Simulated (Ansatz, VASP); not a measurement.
**Sn in VASP and in Ansatz**

File INCAR:

```
PREC = Accurate
ENCUT = 520
EDIFF = 1E-8
ISMEAR = -1
SIGMA = 0.03
LREAL = F
LASPH = T
NELM = 80
ALGO = Normal
ISIF = 2
LWAVE = F
LCHARG = F
LEFG = T
NBANDS = 21
```

File KPOINTS:

```
regular mesh
0
Gamma
  9 9 9
```

POSCAR

```
Sn
1.0
    0.0000000000      3.1793446744      3.1793446744
    3.1793446744      0.0000000000      3.1793446744
    3.1793446744      3.1793446744      0.0000000000
Sn
2
Direct
    0.5000000000      0.5000000000      0.5000000000
    0.7500000000      0.7500000000      0.7500000000
```

Input for Ansatz:

```yaml
crystal:
  lattice:
    - [0.0, 3.1793446744, 3.1793446744]
    - [3.1793446744, 0.0, 3.1793446744]
    - [3.1793446744, 3.1793446744, 0.0]
  atoms:
    - { symbol: Sn, position: [0.5, 0.5, 0.5] }
    - { symbol: Sn, position: [0.75, 0.75, 0.75] }
kpoints:
  mp_grid: { grid: [9, 9, 9] }
scf:
  occupations: { method: fermi_dirac, width: 0.03 }
hamiltonian:
  xc: lda
  pseudopotentials: { kind: paw }
output:
  forces: true
  stress: true
  eigenvalues: true
  efg: { contact_densities: true }
  write_density: true
  write_potential: true
  elf: true
  volumetric_format: npy
```

Change from the starting cell: volume scaled by 0.94, PAW files.

Alike in both runs: task electric field gradients; functional LDA; k mesh 9 × 9 × 9; occupations fermi-dirac, width 0.03 eV; no spin polarisation.

```csv
,VASP,Ansatz
version,VASP 6.6.1,Ansatz 0.2.0
potentials or method,"VASP PAW LDA potentials, release 64 (Sn_d)","PAW with Ansatz's default frozen-core files, scalar-relativistic"
plane-wave cutoff (eV),520,420
valence electrons in the cell,28,28
```

```tsv
	VASP	Ansatz	Ansatz less VASP
pressure (GPa)	2.8	2.7	-0.03
```

LDA's correlation is that of Perdew and Zunger in VASP and of Perdew and Wang (1992) in Ansatz.
